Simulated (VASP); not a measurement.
# Al4CN4 in VASP: a series of runs

Runs on Al4CN4. Level: PBE. Tasks: single point.

All numbers are computed with VASP 6.6.1; they aren't measurements. Logs are shortened: lines on timing, memory, paths and dates and some standing lists are left out, and cuts for length are marked.

## 1. The cell of the first run

The cell holds a slab with vacuum, 9 atoms: a = 3.130 Å, b = 5.017 Å, c = 19.062 Å, α = 90.00°, β = 90.00°, γ = 90.00°.

## 2. Single point, PBE, collinear spin

Contents of INCAR:

```
SYSTEM = Al4CN4
PREC     = Accurate       ! precision mode
ENCUT    = 520            ! plane-wave cutoff, eV
EDIFF    = 1E-6           ! SCF threshold, eV
ISMEAR   = 0              ! smearing method
SIGMA    = 0.05           ! smearing width, eV
LREAL    = .False.        ! projectors in reciprocal space
LASPH    = .True.         ! aspherical terms in the spheres
NELM     = 150            ! most SCF steps
ALGO     = Normal         ! electronic algorithm
ISIF     = 2              ! what is computed and relaxed
LWAVE    = .False.        ! write WAVECAR
LCHARG   = .False.        ! write CHGCAR
ISPIN    = 2              ! spin polarisation
MAGMOM   = 0 0 0 0 0 0 0 0 2 ! initial moments
LORBIT   = 11             ! projections on sites
LDIPOL   = .True.       
IDIPOL   = 3            
DIPOL    = 0.5 0.5 0.321
GGA      = PE             ! functional
NBANDS   = 32             ! bands
```

Contents of KPOINTS:

```
regular mesh
0
Gamma
  9 6 1
  0 0 0
```

Contents of POSCAR:

```
Al4CN4
1.0
    3.1297683445      0.0000000000      0.0000000000
    0.0000000000      5.0173032419      0.0000000000
    0.0000000000      0.0000000000     19.0620320396
Al N C
4 4 1
Direct
    0.0000000000      0.9982714950      0.2098412169
    0.5000000000      0.4982714950      0.2572383830
    0.5000000000      0.9915197257      0.3577010219
    0.0000000000      0.4624332462      0.3868097530
    0.0000000000      0.6167285050      0.2098412169
    0.5000000000      0.1167285050      0.2572383830
    0.5000000000      0.6143669392      0.3564124135
    0.0000000000      0.1112303975      0.3967065014
    0.0000000000      0.9445637309      0.4585202725
```

Potentials or basis: VASP PAW PBE potentials, release 64 (Al, N, C).

The run is started by

```bash
cat potpaw_PBE.64/Al/POTCAR potpaw_PBE.64/N/POTCAR potpaw_PBE.64/C/POTCAR > POTCAR
mpirun -np 1 vasp_std > vasp.out
```

OUTCAR:

```text
SYSTEM = Al4CN4
   PREC = Accurate
   ENCUT = 520
   EDIFF = 1E-6
   ISMEAR = 0
   LREAL = .False.
   LASPH = .True.
   NELM = 150
   ISIF = 2
   ISPIN = 2
   LORBIT = 11
   GGA = PE

 ion  position               nearest neighbor table
   1  0.000  0.998  0.210-   6 1.90   6 1.90   5 1.91   2 3.09   2 3.09   2 3.09   2 3.09   3 3.22
                             3 3.22
   2  0.500  0.498  0.257-   5 1.90   5 1.90   6 1.91   7 1.98   4 2.93   4 2.93   1 3.09   1 3.09
                             1 3.09   1 3.09   3 3.13   3 3.18
   3  0.500  0.992  0.358-   8 1.83   8 1.83   7 1.89   6 2.02   9 2.49   9 2.49   4 2.89   4 2.89
                             2 3.13   4 3.13   4 3.13   2 3.18   1 3.22   1 3.22
   4  0.000  0.462  0.387-   8 1.77   7 1.83   7 1.83   3 2.89   3 2.89   2 2.93   2 2.93   3 3.13
                             3 3.13
   5  0.000  0.617  0.210-   2 1.90   2 1.90   1 1.91
   6  0.500  0.117  0.257-   1 1.90   1 1.90   2 1.91   3 2.02
   7  0.500  0.614  0.356-   4 1.83   4 1.83   3 1.89   2 1.98
   8  0.000  0.111  0.397-   9 1.44   4 1.77   3 1.83   3 1.83
   9  0.000  0.945  0.459-   8 1.44   3 2.49   3 2.49

  LATTYP: Found a simple orthorhombic cell.
 ALAT       =     3.1297683445
 B/A-ratio  =     1.6030909287
 C/A-ratio  =     6.0905568532

  Lattice vectors:

 A1 = (   3.1297683445,   0.0000000000,   0.0000000000)
 A2 = (   0.0000000000,   5.0173032419,   0.0000000000)
 A3 = (   0.0000000000,   0.0000000000,  19.0620320396)

Analysis of symmetry for initial positions (statically):
=====================================================================
 Subroutine PRICEL returns:
 Original cell was already a primitive cell.

 Routine SETGRP: Setting up the symmetry group for a
 simple orthorhombic supercell.

 Subroutine GETGRP returns: Found  2 space group operations
 (whereof  2 operations were pure point group operations)
 out of a pool of  8 trial point group operations.

The static configuration has the point symmetry C_1h.

Analysis of symmetry for dynamics (positions and initial velocities):
=====================================================================
 Subroutine PRICEL returns:
 Original cell was already a primitive cell.

 Routine SETGRP: Setting up the symmetry group for a
 simple orthorhombic supercell.

 Subroutine GETGRP returns: Found  2 space group operations
 (whereof  2 operations were pure point group operations)
 out of a pool of  8 trial point group operations.

The dynamic configuration has the point symmetry C_1h.

Analysis of structural, dynamic, and magnetic symmetry:
=====================================================================
 Subroutine PRICEL returns:
 Original cell was already a primitive cell.

 Routine SETGRP: Setting up the symmetry group for a
 simple orthorhombic supercell.

 Subroutine GETGRP returns: Found  2 space group operations
 (whereof  2 operations were pure point group operations)
 out of a pool of  8 trial point group operations.

The overall configuration has the point symmetry C_1h.

 Subroutine INISYM returns: Found  2 space group operations
 (whereof  2 operations are pure point group operations),
 and found     1 'primitive' translations

----------------------------------------------------------------------------------------

                                     Primitive cell

  volume of cell :     299.3310

  direct lattice vectors                    reciprocal lattice vectors
     3.129768344  0.000000000  0.000000000     0.319512465  0.000000000  0.000000000
     0.000000000  5.017303242  0.000000000     0.000000000  0.199310257  0.000000000
     0.000000000  0.000000000 19.062032040     0.000000000  0.000000000  0.052460304

  length of vectors
     3.129768344  5.017303242 19.062032040     0.319512465  0.199310257  0.052460304

  position of ions in fractional coordinates (direct lattice)
     0.000000000  0.998271495  0.209841217
     0.500000000  0.498271495  0.257238383
     0.500000000  0.991519726  0.357701022
     0.000000000  0.462433246  0.386809753
     0.000000000  0.616728505  0.209841217
     0.500000000  0.116728505  0.257238383
     0.500000000  0.614366939  0.356412414
     0.000000000  0.111230398  0.396706501
     0.000000000  0.944563731  0.458520273

  ion indices of the primitive-cell ions
[... 75 lines left out ...]
   ENCUT  =  520.0 eV  38.22 Ry    6.18 a.u.   5.82  9.33 35.44*2*pi/ulx,y,z
   NELM   =    150;   NELMIN=  2; NELMDL= -5     # of ELM steps
   EDIFF  = 0.1E-05   stopping-criterion for ELM
   LREAL  =      F    real-space projection
   EDIFFG = 0.1E-04   stopping-criterion for IOM
   NSW    =      0    number of steps for IOM
   IBRION =     -1    ionic relax: 0-MD 1-quasi-New 2-CG
   NFREE  =      0    steps in history (QN), initial steepest desc. (CG)
   ISIF   =      2    stress and relaxation
   ISYM   =      2    0-nonsym 1-usesym 2-fastsym
   POTIM  = 0.5000    time-step for ionic-motion
   TEBEG  =    0.0;   TEEND  =   0.0 temperature during run
   PSTRESS=    0.0 pullay stress
   NELECT =      36.0000    total number of electrons
   NUPDOWN=      -1.0000    fix difference up-down
   EMIN   =  10.00;   EMAX   =-10.00  energy-range for DOS
   EFERMI =   0.00;   METHOD = LEGACY
   ISMEAR =     0;   SIGMA  =   0.05  broadening in eV -4-tet -1-fermi 0-gaus
   EFERMI_NEDOS =   21; number of points for ismear=-14 and -15
   IALGO  =     38    algorithm
   IMIX   =      4    mixing-type and parameters
     AMIX     =   0.40;   BMIX     =  1.00
     AMIX_MAG =   1.60;   BMIX_MAG =  1.00
  volume/ion in A,a.u.               =      33.26       224.44
  Fermi-wavevector in a.u.,A,eV,Ry     =   0.808088  1.527064  8.884679  0.653005
  Thomas-Fermi vector in A             =   1.916828
   LORBIT       =     11    0 simple, 1 ext, 2 COOP (PROOUT), +10 PAW based schemes
   GGA     = PE    functional components
   LHFCALC =     F    Hartree Fock is set to
   AEXX    =    0.0000 exact exchange contribution
   IVDW    =     0    specifies the selected vdW correction
   LEPSILON=     F    determine dielectric tensor
   LRPA    =     F    only Hartree local field effects (RPA)
 spin polarized calculation
 Gauss-broadening in eV      SIGMA  =   0.05
  energy-cutoff  :      520.00
  volume of cell :      299.33
 maximum number of plane-waves:      8106
 NGX is ok and might be reduce to    24
   NGX = 11   NGY = 19   NGZ = 71

 dipolmoment           0.000000      0.000000     -0.017722 electrons x Angstroem

 number of electron      35.9999997 magnetization       1.0710600

 dipolmoment           0.000000      0.000000      0.147991 electrons x Angstroem

 Free energy of the ion-electron system (eV)
  ---------------------------------------------------
  ext. energy  EPLUGINS =         0.00000000
  ---------------------------------------------------
  free energy    TOTEN  =       -59.27092442 eV

  energy without entropy =      -59.26798793  energy(sigma->0) =      -59.26945618

 E-fermi :  -0.4321     XC(G=0):  -4.3034

 val. band max:       -0.4386956375   @ k =   0.3333   0.1667   0.0000
 cond. band min:      -0.4235735736   @ k =   0.3333   0.0000   0.0000
 fundamental gap:      0.0151220640
 Fermi energy:        -0.4321453337

 spin component 1

 k-point     1 :       0.0000    0.0000    0.0000
  band No.  band energies     occupation
      1     -20.1058      1.00000
      2     -17.3488      1.00000
      3     -16.5479      1.00000
      4     -14.4694      1.00000
      5     -11.8058      1.00000
      6      -9.1081      1.00000
[... 649 lines left out ...]
     29       6.5134      0.00000
     30       7.1019      0.00000
 Fermi energy:        -0.4321453337

 spin component 2

 k-point     1 :       0.0000    0.0000    0.0000
  band No.  band energies     occupation
      1     -19.9416      1.00000
      2     -17.2956      1.00000
      3     -16.5162      1.00000
      4     -14.4488      1.00000
      5     -11.4326      1.00000
      6      -8.8779      1.00000
[... 649 lines left out ...]
     29       6.6112      0.00000
     30       7.2906      0.00000
 [bands above 30 left out]

------------------------ aborting loop because EDIFF is reached ----------------------------------------

 vacuum level on the upper side and lower side of the slab       (xc-potential included)         0.823        -0.836

  FORCE on cell =-STRESS in cart. coord.  units (eV):
  Direction    XX          YY          ZZ          XY          YZ          ZX
  --------------------------------------------------------------------------------------
  -------------------------------------------------------------------------------------
  Total        3.5058448     -1.0220726     -1.2468875      0.0000000      0.9702780      0.0000000
  in kB       18.7651278     -5.4706710     -6.6739987      0.0000000      5.1934389      0.0000000
  external PRESSURE =       2.2068194 kB  Pullay stress =       0.0000000 kB

 VOLUME and BASIS-vectors are now :
 -----------------------------------------------------------------------------
  energy-cutoff  :      520.00
  volume of cell :      299.33
      direct lattice vectors                 reciprocal lattice vectors
     3.129768344  0.000000000  0.000000000     0.319512465  0.000000000  0.000000000
     0.000000000  5.017303242  0.000000000     0.000000000  0.199310257  0.000000000
     0.000000000  0.000000000 19.062032040     0.000000000  0.000000000  0.052460304

 POSITION                                       TOTAL-FORCE (eV/Angst)
 -----------------------------------------------------------------------------------
      0.00000      5.00863      4.00000         0.000000     -1.647596      1.419601
      1.56488      2.49998      4.90349         0.000000      1.024635     -2.374638
      1.56488      4.97476      6.81851         0.000000     -1.786882     -1.758407
      0.00000      2.32017      7.37338         0.000000      3.580950      1.257195
      0.00000      3.09431      4.00000         0.000000      0.577355      1.025022
      1.56488      0.58566      4.90349         0.000000      0.153707      0.267892
      1.56488      3.08247      6.79394         0.000000     -0.797049     -0.970586
      0.00000      0.55808      7.56203         0.000000     -0.277858      1.052899
      0.00000      4.73916      8.74033         0.000000     -0.827263      0.081023
 -----------------------------------------------------------------------------------
    total drift:                                0.000000     -0.000514      0.000089

  FREE ENERGIE OF THE ION-ELECTRON SYSTEM (eV)
  ---------------------------------------------------
  free  energy   TOTEN  =       -59.2709244195 eV

  energy  without entropy=      -59.2679879323  energy(sigma->0) =      -59.26945618

 vacuum level on the upper side and lower side of the slab         4.986         3.270

 total charge

# of ion       s       p       d       tot
------------------------------------------
    1        0.386   0.363   0.000   0.749
    2        0.369   0.424   0.000   0.793
    3        0.363   0.434   0.000   0.797
    4        0.390   0.436   0.000   0.825
    5        1.238   2.478   0.000   3.716
    6        1.236   2.570   0.000   3.806
    7        1.235   2.629   0.000   3.865
    8        1.244   2.724   0.000   3.969
    9        0.958   1.238   0.000   2.196
--------------------------------------------------
tot          7.420  13.296   0.000  20.715

 magnetization (x)

# of ion       s       p       d       tot
------------------------------------------
    1        0.001   0.002   0.000   0.003
    2        0.001   0.002   0.000   0.003
    3        0.004   0.004   0.000   0.008
    4        0.013   0.022   0.000   0.035
    5        0.001   0.011   0.000   0.012
    6        0.002   0.003   0.000   0.005
    7        0.005   0.029   0.000   0.034
    8       -0.000   0.030   0.000   0.029
    9        0.028   0.364   0.000   0.392
--------------------------------------------------
tot          0.055   0.467   0.000   0.522
```

It took 30 min on 1 thread of Intel Xeon 8259CL, shared host; peak memory 0.61 GiB.

What came out:

| Property | Result |
| --- | --- |
| Free energy | -59.2709 eV |
| Largest force | 3.795 eV/Å |
| Net moment | 1.07 μB per cell |
| Site moments | Al +0.00, +0.01, +0.04 (each value once); N +0.01, +0.03 (each value once); C +0.39 μB |
| Valence electrons inside the program's atomic spheres | Al 0.75, 0.79, 0.80, 0.82; N 3.72, 3.81, 3.87, 3.97; C 2.20 |

Forces in eV/Å, atoms in the order of the input:
```
Al   0.000 -1.648  1.420
Al   0.000  1.025 -2.375
Al   0.000 -1.787 -1.758
Al   0.000  3.581  1.257
N    0.000  0.577  1.025
N    0.000  0.154  0.268
N    0.000 -0.797 -0.971
N    0.000 -0.278  1.053
C    0.000 -0.827  0.081
```

Caveat: a moment this small can come from the mesh or the smearing.

## 3. Single point, PBE, collinear spin

Contents of INCAR:

```
SYSTEM = Al4CN4
PREC = Accurate
ENCUT = 520
EDIFF = 1E-6
ISMEAR = 0
SIGMA = 0.05
LREAL = .FALSE.
LASPH = .TRUE.
NELM = 150
ALGO = Normal
ISIF = 2
LWAVE = .FALSE.
LCHARG = .FALSE.
ISPIN = 2
MAGMOM = 0 0 0 0 0 0 0 0 2
LORBIT = 11
LDIPOL = .TRUE.
IDIPOL = 3
DIPOL = 0.5 0.5 0.320
GGA = PE
NBANDS = 32
```

Contents of KPOINTS:

```
Automatic mesh
0
G
  9 6 1
  0 0 0
```

Changes to POSCAR since step 2:

```diff
@@ -16,2 +16,2 @@
     0.0000000000      0.1112303975      0.3967065014
-    0.0000000000      0.9445637309      0.4585202725
+    0.5000000000      0.7778970642      0.4487060625
```

Potentials or basis: VASP PAW PBE potentials, release 64 (Al, N, C).

The run is started by

```bash
cat potpaw_PBE.64/Al/POTCAR potpaw_PBE.64/N/POTCAR potpaw_PBE.64/C/POTCAR > POTCAR
mpirun -np 1 vasp_std > vasp.out
```

Run time: 23 min. Hardware: 1 thread of Intel Xeon 8259CL, shared host; peak memory 0.62 GiB.

It converged, with:

| Property | Result |
| --- | --- |
| Free energy | -57.4958 eV |
| Largest force | 2.789 eV/Å |
| Net moment | 0.44 μB per cell |
| Site moments | Al +0.00, -0.00, +0.01 (each value once); N -0.00, +0.00, +0.01, +0.05; C +0.18 μB |
| Valence electrons inside the program's atomic spheres | Al 0.76, 0.78, 0.83, 0.84; N 3.72, 3.80, 3.86 (each value once); C 2.08 |

Forces on the atoms (eV/Å):
```
Al   0.000 -1.559  2.119
Al   0.000  0.685 -2.369
Al   0.000  0.987 -0.501
Al   0.000  0.697  2.701
N    0.000  0.673  0.950
N    0.000  0.222 -0.939
N    0.000  0.348 -0.660
N    0.000  0.265 -1.331
C    0.000 -2.317  0.031
```

Levels at points of the mesh, in eV from the Fermi level:
Spin up:
```tsv
k point	band 14	band 15	band 16	band 17	band 18	band 19	band 20	band 21	band 22	band 23
(0.00, 0.00, 0.00)	-2.61	-2.51	-1.86	-1.64	-0.73	0.14	1.39	1.60	3.13	3.52
(0.00, 0.50, 0.00)	-2.80	-2.75	-2.01	-1.88	-0.15	0.46	1.44	1.50	3.79	3.97
```
Spin down:
| k point | band 15 | band 16 | band 17 | band 18 | band 19 | band 20 | band 21 | band 22 |
| --- | --- | --- | --- | --- | --- | --- | --- | --- |
| (0.00, 0.00, 0.00) | -2.31 | -1.85 | -1.64 | -0.16 | 0.24 | 1.35 | 1.70 | 3.19 |
| (0.00, 0.50, 0.00) | -2.66 | -1.96 | -1.88 | 0.22 | 0.67 | 1.41 | 1.63 | 3.83 |

Caveat: a moment this small can come from the mesh or the smearing.

## 4. Single point, PBE, collinear spin

Contents of INCAR:

```
SYSTEM = Al4CN4
PREC = Accurate
ENCUT = 520
EDIFF = 1E-7
ISMEAR = 0
SIGMA = 0.05
LREAL = .False.
LASPH = .True.
NELM = 150
ALGO = Normal
ISIF = 2
LWAVE = .False.
LCHARG = .False.
ISPIN = 2
MAGMOM = 0 0 0 0 0 0 0 0 2
LORBIT = 11
LDIPOL = .True.
IDIPOL = 3
DIPOL = 0.5 0.5 0.319
GGA = PE
NBANDS = 32
```

Contents of KPOINTS:

```
regular mesh
0
Gamma
  9 6 1
  0 0 0
```

Changes to POSCAR since step 3:

```diff
@@ -16,2 +16,2 @@
     0.0000000000      0.1112303975      0.3967065014
-    0.5000000000      0.7778970642      0.4487060625
+    0.5000000000      0.6112303975      0.4395272888
```

The run is started by

```bash
cat potpaw_PBE.64/Al/POTCAR potpaw_PBE.64/N/POTCAR potpaw_PBE.64/C/POTCAR > POTCAR
mpirun -np 1 vasp_std > vasp.out
```

It took 23 min on 1 thread of Intel Xeon 8259CL, shared host; peak memory 0.65 GiB.

It converged, with:

| Item | Value |
| --- | --- |
| Free energy | -58.4922 eV |
| Largest force | 3.114 eV/Å |
| Net moment | 0.75 μB per cell |
| Site moments | Al +0.00, +0.01 (each value once); N +0.00, +0.01, +0.03, -0.00; C +0.33 μB |
| Valence electrons inside the program's atomic spheres | Al 0.76, 0.78, 0.81, 0.89; N 3.72, 3.80, 3.91, 3.81; C 2.23 |

Forces on the atoms (eV/Å):
```
Al   0.000 -1.548  2.221
Al   0.000  0.433 -2.454
Al   0.000  1.060  0.527
Al   0.000 -1.134  2.901
N    0.000  0.722  0.955
N    0.000  0.145 -1.167
N    0.000  0.654 -1.363
N    0.000 -0.755 -1.681
C    0.000  0.422  0.061
```

Levels at points of the mesh, in eV from the Fermi level:
Spin up:
```tsv
k point	band 14	band 15	band 16	band 17	band 18	band 19	band 20	band 21	band 22	band 23
(0.00, 0.00, 0.00)	-1.93	-1.80	-1.60	-1.45	-0.45	0.35	0.90	3.38	3.62	4.29
(0.00, 0.50, 0.00)	-2.17	-2.00	-1.91	-1.73	0.15	0.67	0.88	3.56	4.14	4.50
```
Spin down:
```csv
k point,band 15,band 16,band 17,band 18,band 19,band 20,band 21,band 22
"(0.00, 0.00, 0.00)",-1.77,-1.58,-1.45,0.36,0.82,1.23,3.43,3.66
"(0.00, 0.50, 0.00)",-1.99,-1.80,-1.72,0.53,1.21,1.36,3.64,4.17
```

Caveat: a moment this small can come from the mesh or the smearing.

## 5. The runs side by side

```csv
cell,gap on the mesh (eV),moment (μB),largest force (eV/Å)
"as given, atomic positions A",none,1.07,3.80
"as given, atomic positions B",none,0.44,2.79
"as given, atomic positions C",none,0.75,3.11
```

Alike in all rows: task single point; level PBE; potentials or basis VASP PAW PBE potentials, release 64 (Al, N, C); spin collinear; k mesh 9 × 6 × 1; cutoff (eV) 520; smearing gaussian 0.05 eV.

Caveats: a moment this small can come from the mesh or the smearing.

Total energies depend on the potentials used, so only differences within one code and one set of settings carry meaning.

The gap in the log of VASP goes by the Fermi energy; the results here count the filled bands.